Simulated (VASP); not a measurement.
Wanted: the native input for a VASP 6.6.1 run.

| Property | Result |
| --- | --- |
| Task | single point |
| Functional | PBE |
| Potentials or basis | VASP PAW PBE potentials, release 64 (Si, N) |
| Cutoff | 520 eV |
| k mesh | 6 × 6 × 6 |
| Occupations | gaussian, width 0.1 eV |
| Spin | no spin polarisation |
| Dipole correction | no |
| Further INCAR settings | ALGO = Normal; EDIFF = 1e-06; NBANDS = 33 |

The structure of Si3N2 lies in POSCAR:

```
Si3N2
1.0
    2.6674574930      1.5400573016      4.8551732109
   -2.6674574930      1.5400573016      4.8551732109
    0.0000000000     -3.0801146033      4.8551732109
Si N
6 4
Direct
    0.0562500000      0.4437500000      0.7500000000
    0.7500000000      0.0562500000      0.4437500000
    0.4437500000      0.7500000000      0.0562500000
    0.9437500000      0.5562500000      0.2500000000
    0.2500000000      0.9437500000      0.5562500000
    0.5562500000      0.2500000000      0.9437500000
    0.8521800000      0.8521800000      0.8521800000
    0.6478200000      0.6478200000      0.6478200000
    0.1478200000      0.1478200000      0.1478200000
    0.3521800000      0.3521800000      0.3521800000
```

The input as run:

INCAR

```
SYSTEM = Si3N2
PREC     = Accurate       ! precision mode
ENCUT    = 520            ! plane-wave cutoff, eV
EDIFF    = 1E-6           ! SCF threshold, eV
ISMEAR   = 0              ! smearing method
SIGMA    = 0.1            ! smearing width, eV
LREAL    = .FALSE.        ! projectors in reciprocal space
LASPH    = .TRUE.         ! aspherical terms in the spheres
NELM     = 80             ! most SCF steps
ALGO     = Normal         ! electronic algorithm
ISIF     = 2              ! what is computed and relaxed
LWAVE    = .FALSE.        ! write WAVECAR
LCHARG   = .TRUE.         ! write CHGCAR
GGA      = PE             ! functional
LELF     = .TRUE.         ! ELF
LVHAR    = .TRUE.       
NBANDS   = 33             ! bands
```

KPOINTS

```
regular mesh
0
G
  6 6 6
  0 0 0
```

Potentials or basis: VASP PAW PBE potentials, release 64 (Si, N).

Launch:

```bash
$ cat potpaw_PBE.64/Si/POTCAR potpaw_PBE.64/N/POTCAR > POTCAR
$ mpirun -np 1 vasp_std > vasp.out
```

Results of the run:

```yaml
Pressure: -1.0 GPa
Largest_force: 0.861 eV/Å
Band_gap_on_the_k_mesh: zero (bands 22 and 23 overlap by 1.63 eV)
```

Wall time 110 s on 1 thread of Intel(R) Xeon(R) 6975P-C (Granite Rapids) (shared host), peak memory 0.34 GiB.
